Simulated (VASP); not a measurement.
Crystal: In4Sb3As.

```xyz
8
Lattice="4.5638 0.0000 0.0000 0.0000 4.5638 0.0000 0.0000 0.0000 12.8713" Properties=species:S:1:pos:R:3 pbc="T T T"
As    0.0000    0.0000    0.0000
In    0.0000    2.2819   11.4253
In    2.2819    0.0000    8.1017
In    0.0000    2.2819    4.7696
In    2.2819    0.0000    1.4461
Sb    2.2819    2.2819    9.7627
Sb    0.0000    0.0000    6.4357
Sb    2.2819    2.2819    3.1087
```

Base run:

```yaml
Program: VASP 6.6.1
Functional: PBE
Potentials_or_basis: VASP PAW PBE potentials, release 64 (As, In_d, Sb)
Cutoff: 520 eV
k_mesh: 6 × 6 × 2
Occupations: fermi-dirac, width 0.02 eV
Spin: no spin polarisation
```

Its results: band gap on the k mesh zero (filled and empty bands touch); pressure 1.5 GPa.

**Question.** The run is repeated on the same cell with these changes: functional from PBE to r2SCAN; further incar settings from ALGO = Normal; EDIFF = 1e-06; NBANDS = 46 to ALGO = Normal; EDIFF = 1e-07; NBANDS = 46. What comes out?

**Answer.** Band gap on the k mesh zero (filled and empty bands touch); pressure 0.0 GPa.

Caveats: semilocal functionals underestimate gaps, and a narrow one can read as zero; spin-orbit coupling is left out, which moves the levels of the heavy elements; the PAW data sets were made with another functional, which shifts forces and pressure a little (at least some runs).
